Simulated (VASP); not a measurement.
A run of VASP 6.6.1:

The input POSCAR:

```
Ce
1.0
    0.0000000000      2.3390384114      2.3390384114
    2.3390384114      0.0000000000      2.3390384114
    2.3390384114      2.3390384114      0.0000000000
Ce
1
Direct
    0.0000000000      0.0000000000      0.0000000000
```

File INCAR.step1:

```
  ALGO = Normal
  EDIFF = 1E-4
  ENCUT = 520
  GGA = PE
  ISMEAR = 0
  LASPH = True
  LCHARG = False
  LREAL = False
  LWAVE = True
  NBANDS = 12
  NELM = 100
  PREC = Accurate
  SIGMA = 1.0
```

The input INCAR.step2:

```
  ALGO = Normal
  EDIFF = 1E-6
  ENCUT = 520
  ISIF = 2
  ISMEAR = 0
  ISTART = 1
  LASPH = True
  LCHARG = False
  LMIXTAU = True
  LREAL = False
  LWAVE = False
  METAGGA = R2SCAN
  NBANDS = 12
  NELM = 100
  PREC = Accurate
  SIGMA = 1.0
```

Contents of KPOINTS:

```
k-points
0
Gamma
  12 12 12
```

Potentials or basis: VASP PAW PBE potentials, release 64 (Ce).

The run is started by

```bash
$ cat potpaw_PBE.64/Ce/POTCAR > POTCAR
$ cp INCAR.step1 INCAR
$ mpirun -np 1 vasp_std > vasp.out
$ cp INCAR.step2 INCAR
$ mpirun -np 1 vasp_std > vasp.out
```

Hardware: 1 thread of Intel(R) Xeon(R) Platinum 8488C (Sapphire Rapids) (shared host).

Q: Estimate the wall time of this run.

A: Wall time 100 s on 1 thread of Intel(R) Xeon(R) Platinum 8488C (Sapphire Rapids), on a shared host, peak memory 0.19 GiB. Counts: k points 72.
